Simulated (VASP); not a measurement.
Wanted: the native input for a VASP 6.6.1 run.

| Property | Result |
| --- | --- |
| Task | single point |
| Functional | LDA |
| Potentials or basis | VASP PAW LDA potentials, release 64 (Hf_pv, H) |
| Cutoff | 520 eV |
| k mesh | 8 × 8 × 8 |
| Occupations | gaussian, width 0.1 eV |
| Spin | no spin polarisation |
| Dipole correction | no |
| Further INCAR settings | ALGO = Normal; EDIFF = 1e-06; NBANDS = 13 |

The structure of HfH2 lies in POSCAR:

```
HfH2
1.0
   -1.7173125444      1.7173125444      2.1052569702
    1.7173125444     -1.7173125444      2.1052569702
    1.7173125444      1.7173125444     -2.1052569702
Hf H
1 2
Direct
    0.0000000000      0.0000000000      0.0000000000
    0.7500000000      0.2500000000      0.5000000000
    0.2500000000      0.7500000000      0.5000000000
```

These files were run (other wordings do the same):

INCAR

```
  PREC = Accurate
  ENCUT = 520
  EDIFF = 1E-6
  ISMEAR = 0
  SIGMA = 0.1
  LREAL = False
  LASPH = True
  NELM = 100
  ALGO = Normal
  ISIF = 2
  LWAVE = False
  LCHARG = False
  NBANDS = 13
```

KPOINTS

```
regular mesh
0
Gamma
  8 8 8
```

Potentials or basis: VASP PAW LDA potentials, release 64 (Hf_pv, H).

The run is started by

```console
$ cat potpaw_LDA.64/Hf_pv/POTCAR potpaw_LDA.64/H/POTCAR > POTCAR
$ mpirun -np 1 vasp_std > vasp.out
```

Results of the run:

```json
{
 "Pressure": "0.1 GPa",
 "Band gap on the k mesh": "zero (band 6 reaches 6.36 eV, above the bottom of band 7 at 5.09 eV)"
}
```

Caveat: spin-orbit coupling is left out, which moves the levels of the heavy elements.

Run time: 23 s on 1 thread of AMD EPYC 7R13, with other jobs on the host, peak memory 0.11 GiB.
